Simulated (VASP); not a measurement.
Wanted: the native input for a VASP 6.6.1 run.

```yaml
Task: single point
Functional: PBE
Potentials_or_basis: VASP PAW PBE potentials, release 64 (Au)
Cutoff: 520 eV
k_mesh: 39 × 39 × 39
Occupations: fermi-dirac, width 0.0612256 eV
Spin: no spin polarisation
Dipole_correction: no
Further_INCAR_settings: ALGO = Normal; EDIFF = 1e-06; NBANDS = 12
```

The structure of Au lies in POSCAR:

```
Au
1.0
    2.8022334136      0.0000000000      0.0000000000
    0.0000000000      2.8022334136      0.0000000000
    0.0000000000      0.0000000000      2.8022334136
Au
1
Direct
    0.0000000000      0.0000000000      0.0000000000
```

This isn't the form of Au at room conditions, which is fcc.

One way to write it, as run:

INCAR

```
SYSTEM = Au
ALGO     = Normal         ! electronic algorithm
EDIFF    = 1E-6           ! SCF threshold, eV
ENCUT    = 520            ! plane-wave cutoff, eV
GGA      = PE             ! functional
ISIF     = 2              ! what is computed and relaxed
ISMEAR   = -1             ! smearing method
LASPH    = .TRUE.         ! aspherical terms in the spheres
LCHARG   = .FALSE.        ! write CHGCAR
LREAL    = .FALSE.        ! projectors in reciprocal space
LWAVE    = .FALSE.        ! write WAVECAR
NBANDS   = 12             ! bands
NELM     = 60             ! most SCF steps
PREC     = Accurate       ! precision mode
SIGMA    = 0.06122561905347299 ! smearing width, eV
```

KPOINTS

```
k-points
0
G
  39 39 39
  0 0 0
```

Potentials or basis: VASP PAW PBE potentials, release 64 (Au).

Launch:

```sh
$ cat potpaw_PBE.64/Au/POTCAR > POTCAR
$ mpirun -np 1 vasp_std > vasp.out
```

It gave:

```
Pressure               : -5.4 GPa
Band gap on the k mesh : zero (an odd number of electrons rules out a gap without spin polarisation)
```

Caveat: the cell stands under tension; spin-orbit coupling is left out, which moves the levels of the heavy elements.

Wall time 6.4 min on 1 thread of Oxide Virtual Turin-like Processor, on a shared host, peak memory 0.45 GiB.
